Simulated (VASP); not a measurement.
Wanted: the native input for a VASP 6.6.1 run.

- Task: single point
- Functional: LDA
- Potentials or basis: VASP PAW LDA potentials, release 64 (Li_sv, Cd, H)
- Cutoff: 520 eV
- k mesh: 3 × 3 × 3
- Occupations: gaussian, width 0.15 eV
- Spin: no spin polarisation
- Dipole correction: no
- Further INCAR settings: LREAL = Auto; ALGO = Normal; EDIFF = 1e-07; NBANDS = 56

The structure of Li12Cd4H (a cell with a defect) lies in POSCAR:

```
Li12Cd4H
1.0
    6.6123880000      0.0000000000      0.0000000000
    0.0000000000      6.6123880000      0.0000000000
    0.0000000000      0.0000000000      6.6123880000
Li Cd H
12 4 1
Direct
    0.2490811187      0.2575036432      0.2350026949
    0.7540585943      0.7735241792      0.7189824614
    0.4953257431      0.4999455567      0.4919551000
    0.7539793491      0.7761149225      0.2686844753
    0.2489412297      0.2595228834      0.7520526624
    0.0366189945     -0.0000470329      0.4945667133
    0.7541038124      0.2262987290      0.7188991330
    0.2491077354      0.7423538970      0.2349674580
   -0.0300189584      0.4998947430     -0.0040540573
    0.2489670903      0.7403375301      0.7520815475
    0.7540194254      0.2237258310      0.2687535880
    0.4953007900     -0.0000639708     -0.0077062931
    0.0026486649     -0.0000665418     -0.0072465500
    0.5197223756      0.4998861228     -0.0051616753
    0.4596265373     -0.0000827235      0.4946964697
    0.0025896847      0.4999694513      0.4921963139
    0.7574141142     -0.0000544433      0.4915514637
```

These files were run (other wordings do the same):

INCAR

```
PREC = Accurate
ENCUT = 520
EDIFF = 1E-7
ISMEAR = 0
SIGMA = 0.15
LREAL = Auto
LASPH = True
NELM = 60
ALGO = Normal
ISIF = 2
LWAVE = False
LCHARG = True
GGA = CA
LELF = True
LVHAR = True
NBANDS = 56
```

KPOINTS

```
regular mesh
0
Gamma
  3 3 3
```

Potentials or basis: VASP PAW LDA potentials, release 64 (Li_sv, Cd, H).

Command:

```bash
$ cat potpaw_LDA.64/Li_sv/POTCAR potpaw_LDA.64/Cd/POTCAR potpaw_LDA.64/H/POTCAR > POTCAR
$ mpirun -np 1 vasp_std > vasp.out
```

It gave:

```json
{"Largest force": "0.025 eV/Å"}
```

Run time: 4.8 min on 1 thread of AMD EPYC 7R43 64-Core Processor (Zen 3), with other jobs on the host, peak memory 0.32 GiB.
